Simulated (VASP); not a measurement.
# NaCl (Pm-3m) in VASP: a series of runs

Runs on NaCl. Level: PBEsol. Tasks: electric field gradients.

Everything below comes from runs of VASP 6.6.1. Logs are shortened: lines on timing, memory, paths and dates and some standing lists are left out, and cuts for length are marked.

## 1. The cell of the first run

It takes space group Pm-3m (No. 221, cubic). The conventional cell has a = 2.841 Å, b = 2.841 Å, c = 2.841 Å, α = 90.00°, β = 90.00°, γ = 90.00°. Na (site symmetry m-3m) has 8 Cl at 2.46 Å and 6 Na at 2.84 Å within 3.2 Å. Cl (site symmetry m-3m) has 8 Na at 2.46 Å and 6 Cl at 2.84 Å within 3.2 Å.

## 2. Electric field gradients, PBEsol (11.46 Å³/atom)

The input, INCAR:

```
ALGO     = Normal         # electronic algorithm
EDIFF    = 1E-8           # SCF threshold, eV
ENCUT    = 520            # plane-wave cutoff, eV
GGA      = PS             # functional
ISIF     = 2              # what is computed and relaxed
ISMEAR   = -1             # smearing method
LASPH    = True           # aspherical terms in the spheres
LCHARG   = False          # write CHGCAR
LEFG     = True         
LREAL    = False          # projectors in reciprocal space
LWAVE    = False          # write WAVECAR
NBANDS   = 14             # bands
NELM     = 60             # most SCF steps
PREC     = Accurate       # precision mode
SIGMA    = 0.03           # smearing width, eV
```

The input, KPOINTS:

```
k-points
0
Gamma
  9 9 9
```

The input, POSCAR:

```
NaCl
1.0
    2.8408047908      0.0000000000      0.0000000000
    0.0000000000      2.8408047908      0.0000000000
    0.0000000000      0.0000000000      2.8408047908
Na Cl
1 1
Direct
    0.0000000000      0.0000000000      0.0000000000
    0.5000000000      0.5000000000      0.5000000000
```

Potentials or basis: VASP PAW PBE potentials, release 64 (Na_pv, Cl).

Started as:

```
cat potpaw_PBE.64/Na_pv/POTCAR potpaw_PBE.64/Cl/POTCAR > POTCAR
mpirun -np 1 vasp_std > vasp.out
```

OUTCAR:

```text
EDIFF = 1E-8
   ENCUT = 520
   GGA = PS
   ISIF = 2
   ISMEAR = -1
   LASPH = True
   LREAL = False
   NELM = 60
   PREC = Accurate

 ion  position               nearest neighbor table
   1  0.000  0.000  0.000-   2 2.46   2 2.46   2 2.46   2 2.46   2 2.46   2 2.46   2 2.46   2 2.46

   2  0.500  0.500  0.500-   1 2.46   1 2.46   1 2.46   1 2.46   1 2.46   1 2.46   1 2.46   1 2.46

  LATTYP: Found a simple cubic cell.
 ALAT       =     2.8408047908

  Lattice vectors:

 A1 = (   2.8408047908,   0.0000000000,   0.0000000000)
 A2 = (   0.0000000000,   2.8408047908,   0.0000000000)
 A3 = (   0.0000000000,   0.0000000000,   2.8408047908)

Analysis of symmetry for initial positions (statically):
=====================================================================
 Subroutine PRICEL returns:
 Original cell was already a primitive cell.

 Routine SETGRP: Setting up the symmetry group for a
 simple cubic supercell.

 Subroutine GETGRP returns: Found 48 space group operations
 (whereof 48 operations were pure point group operations)
 out of a pool of 48 trial point group operations.

The static configuration has the point symmetry O_h .

Analysis of symmetry for dynamics (positions and initial velocities):
=====================================================================
 Subroutine PRICEL returns:
 Original cell was already a primitive cell.

 Routine SETGRP: Setting up the symmetry group for a
 simple cubic supercell.

 Subroutine GETGRP returns: Found 48 space group operations
 (whereof 48 operations were pure point group operations)
 out of a pool of 48 trial point group operations.

The dynamic configuration has the point symmetry O_h .

 Subroutine INISYM returns: Found 48 space group operations
 (whereof 48 operations are pure point group operations),
 and found     1 'primitive' translations

----------------------------------------------------------------------------------------

                                     Primitive cell

  volume of cell :      22.9258

  direct lattice vectors                    reciprocal lattice vectors
     2.840804791  0.000000000  0.000000000     0.352012924  0.000000000  0.000000000
     0.000000000  2.840804791  0.000000000     0.000000000  0.352012924  0.000000000
     0.000000000  0.000000000  2.840804791     0.000000000  0.000000000  0.352012924

  length of vectors
[... 136 lines left out ...]

 k-point     1 :       0.0000    0.0000    0.0000
  band No.  band energies     occupation
      1     -15.5961      2.00000
      2     -15.5961      2.00000
      3     -15.5961      2.00000
      4     -10.1268      2.00000
      5       5.7506      2.00000
      6       5.7506      2.00000
      7       5.7506      2.00000
      8      13.4438      0.00000
      9      13.4438      0.00000
     10      14.4408      0.00000
     11      24.9569      0.00000
     12      24.9569      0.00000
     13      24.9569      0.00000
     14      29.6328      0.00000
[... 377 lines left out ...]
      1     -15.9087      2.00000
      2     -15.7961      2.00000
      3     -15.5672      2.00000
      4      -7.7527      2.00000
      5       1.2412      2.00000
      6       2.4873      2.00000
      7       6.0382      2.00000
      8      12.7860      0.00000
      9      17.7865      0.00000
     10      18.1931      0.00000
     11      19.2830      0.00000
     12      23.3844      0.00000
     13      24.3378      0.00000
     14      28.3037      0.00000

 [... further k-points ...]

------------------------ aborting loop because EDIFF is reached ----------------------------------------

  FORCE on cell =-STRESS in cart. coord.  units (eV):
  Direction    XX          YY          ZZ          XY          YZ          ZX
  --------------------------------------------------------------------------------------
  -------------------------------------------------------------------------------------
  Total        9.3299235      9.3299235      9.3299235     -0.0000000      0.0000000      0.0000000
  in kB      652.0253653    652.0253653    652.0253653     -0.0000000      0.0000000      0.0000000
  external PRESSURE =     652.0253653 kB  Pullay stress =       0.0000000 kB

 VOLUME and BASIS-vectors are now :
 -----------------------------------------------------------------------------
  energy-cutoff  :      520.00
  volume of cell :       22.93
      direct lattice vectors                 reciprocal lattice vectors
     2.840804791  0.000000000  0.000000000     0.352012924  0.000000000  0.000000000
     0.000000000  2.840804791  0.000000000     0.000000000  0.352012924  0.000000000
     0.000000000  0.000000000  2.840804791     0.000000000  0.000000000  0.352012924

 POSITION                                       TOTAL-FORCE (eV/Angst)
 -----------------------------------------------------------------------------------
      0.00000      0.00000      0.00000         0.000000      0.000000      0.000000
      1.42040      1.42040      1.42040         0.000000      0.000000      0.000000
 -----------------------------------------------------------------------------------
    total drift:                                0.000000     -0.000000     -0.000000

  FREE ENERGIE OF THE ION-ELECTRON SYSTEM (eV)
  ---------------------------------------------------
  free  energy   TOTEN  =        -4.5971794536 eV

  energy  without entropy=       -4.5971794536  energy(sigma->0) =       -4.59717945

 Electric field gradients (V/A^2)
---------------------------------------------------------------------
 ion       V_xx      V_yy      V_zz      V_xy      V_xz      V_yz
---------------------------------------------------------------------
   1      -0.000    -0.000    -0.000     0.000    -0.000    -0.000
   2      -0.000    -0.000    -0.000    -0.000    -0.000    -0.000
---------------------------------------------------------------------

 Electric field gradients after diagonalization (V/A^2)
 (convention: |V_zz| > |V_xx| > |V_yy|)
----------------------------------------------------------------------
 ion       V_xx      V_yy      V_zz     asymmetry (V_yy - V_xx)/ V_zz
----------------------------------------------------------------------
   1      -0.000    -0.000    -0.000      -0.324
   2      -0.000    -0.000    -0.000      -0.005
----------------------------------------------------------------------

           NMR quadrupolar parameters

 Cq : quadrupolar parameter    Cq=e*Q*V_zz/h
 eta: asymmetry parameters     (V_yy - V_xx)/ V_zz
 Q  : nuclear electric quadrupole moment in mb (millibarn)
----------------------------------------------------------------------
 ion       Cq(MHz)       eta       Q (mb)
----------------------------------------------------------------------
   1      -0.000      -0.324       1.000
   2      -0.000      -0.005       1.000
----------------------------------------------------------------------
```

OSZICAR:

```text
N       E                     dE             d eps       ncg     rms          rms(c)
DAV:   1     0.103085140752E+03    0.10309E+03   -0.71272E+03  1006   0.121E+03
DAV:   2     0.575466809529E+00   -0.10251E+03   -0.94154E+02  1078   0.324E+02
DAV:   3    -0.483276385199E+01   -0.54082E+01   -0.53798E+01  1238   0.657E+01
DAV:   4    -0.489033838143E+01   -0.57575E-01   -0.57551E-01  1148   0.694E+00
DAV:   5    -0.489115691981E+01   -0.81854E-03   -0.81851E-03  1250   0.866E-01    0.624E+00
DAV:   6    -0.464933726763E+01    0.24182E+00   -0.20459E-01  1418   0.685E+00    0.404E+00
DAV:   7    -0.459940211416E+01    0.49935E-01   -0.11462E-01  1478   0.410E+00    0.169E+00
DAV:   8    -0.459729145611E+01    0.21107E-02   -0.92781E-03  1118   0.115E+00    0.231E-01
DAV:   9    -0.459717648981E+01    0.11497E-03   -0.27508E-04  1286   0.313E-01    0.474E-02
DAV:  10    -0.459717896068E+01   -0.24709E-05   -0.24838E-05  1294   0.103E-01    0.817E-03
DAV:  11    -0.459717933750E+01   -0.37682E-06   -0.43473E-06  1208   0.257E-02    0.605E-03
DAV:  12    -0.459717943736E+01   -0.99857E-07   -0.22403E-07  1196   0.454E-03    0.133E-03
DAV:  13    -0.459717947737E+01   -0.40007E-07   -0.26912E-08  1226   0.111E-03    0.918E-04
DAV:  14    -0.459717945701E+01    0.20352E-07   -0.11728E-09   706   0.269E-04    0.140E-04
DAV:  15    -0.459717945357E+01    0.34461E-08   -0.21543E-10   634   0.129E-04
   1 F= -.45971795E+01 E0= -.45971795E+01  d E =-.750076E-12
```

stdout:

```text
POSCAR found type information on POSCAR NaCl
 POSCAR found :  2 types and       2 ions
 scaLAPACK will be used
 -----------------------------------------------------------------------------
|                                                                             |
|                                                                             |
|     You enforced a specific xc type in the INCAR file but a different       |
|     I HOPE YOU KNOW WHAT YOU ARE DOING!                                     |
|                                                                             |
 -----------------------------------------------------------------------------

 LDA part: xc-table for (Slater+PW92), standard interpolation
 POSCAR, INCAR and KPOINTS ok, starting setup
 FFT: planning ... GRIDC
 FFT: planning ... GRID_SOFT
 FFT: planning ... GRID
 WAVECAR not read
 entering main loop
ion   1

ion   2
```

Wall time 15 s (1 thread of Intel Xeon 8259CL, shared host); peak memory 0.14 GiB.

What came out:

```
Free energy                             : -4.5972 eV
Pressure                                : 65.2 GPa
Band gap on the k mesh                  : 4.48 eV
Largest electric field gradient by atom : zero within the noise of the run
```

Caveat: the cell stands under pressure; the PAW data sets were made with another functional, which shifts forces and pressure a little; an odd mesh through Γ misses points on the zone boundary, where band edges can lie.

(Part 1 of 3 ends here.)
